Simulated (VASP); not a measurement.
Input of a VASP 6.6.1 run:

Contents of INCAR:

```
SYSTEM = Br
PREC = Accurate ; ENCUT = 500
EDIFF = 1E-7 ; ISMEAR = -1
SIGMA = 0.05 ; LREAL = .FALSE.
LASPH = .TRUE. ; NELM = 120
ALGO = Normal ; ISIF = 3
LWAVE = .FALSE. ; LCHARG = .FALSE.
GGA = PE ; IBRION = 2
NSW = 80 ; EDIFFG = -0.01
GGA_COMPAT = .FALSE. ; NELMIN = 4
```

File KPOINTS:

```
Automatic mesh
0
G
  15 15 15
  0 0 0
```

File POSCAR:

```
Br
1.0
    0.0000000000      2.3550000000      2.3550000000
    2.3550000000      0.0000000000      2.3550000000
    2.3550000000      2.3550000000      0.0000000000
Br
1
Direct
    0.0000000000      0.0000000000      0.0000000000
```

Potentials or basis: VASP PAW PBE potentials, release 64 (Br).

Launch:

```bash
$ cat potpaw_PBE.64/Br/POTCAR > POTCAR
$ mpirun -np 1 vasp_std > vasp.out
```

(1) What does it give for the space group after relaxing (to 0.1 Å)?

(2) Estimate the band gap on the k mesh.

(3) What does it give for the relaxed volume?

(4) Estimate the relaxed cell.

Results:

(1) Fm-3m (No. 225).

(2) zero (an odd number of electrons rules out a gap without spin polarisation).

(3) 26.39 Å³/atom.

(4) a = 3.342 Å, b = 3.342 Å, c = 3.342 Å, α = 60.00°, β = 60.00°, γ = 60.00°.

Caveat: an odd number of electrons without spin polarisation forces a metal; a magnetic or distorted state may lie lower.
